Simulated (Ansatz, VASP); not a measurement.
## WS2 in VASP and in Ansatz

```
W S
1.0
     3.18321    0.00000    0.00000
    -1.59160    2.75674    0.00000
     0.00000    0.00000   23.66876
W S
2 4
Direct
  0.66667 0.33333 0.36268
  0.33333 0.66667 0.63732
  0.66667 0.33333 0.70318
  0.33333 0.66667 0.42856
  0.66667 0.33333 0.57144
  0.33333 0.66667 0.29682
```

Alike in both runs: task single point; functional PBEsol; k mesh 11 × 11 × 3; occupations gaussian, width 0.02 eV; no spin polarisation.

```csv
,VASP,Ansatz
version,VASP 6.6.1,Ansatz 0.2.0
potentials or method,"VASP PAW PBE potentials, release 64 (W_sv, S), cutoff 520 eV","scalar-relativistic, plane waves, PAW"
valence electrons in the cell,52,52
```

```tsv
	VASP	Ansatz	Ansatz less VASP
gap on the k mesh at the Fermi level (eV)	1.58	1.57	-0.012
rms of the force components (eV/Å)	0.039	0.049	+0.0101
```

VASP's potentials were made for PBE, not for PBEsol. Atom by atom the forces differ by 0.010 eV/Å (rms over components). The functional is the same, so the differences come from potentials, cutoffs and numerics. Ansatz's warnings: stress scf threshold loose.

Neither program's run includes spin-orbit coupling.
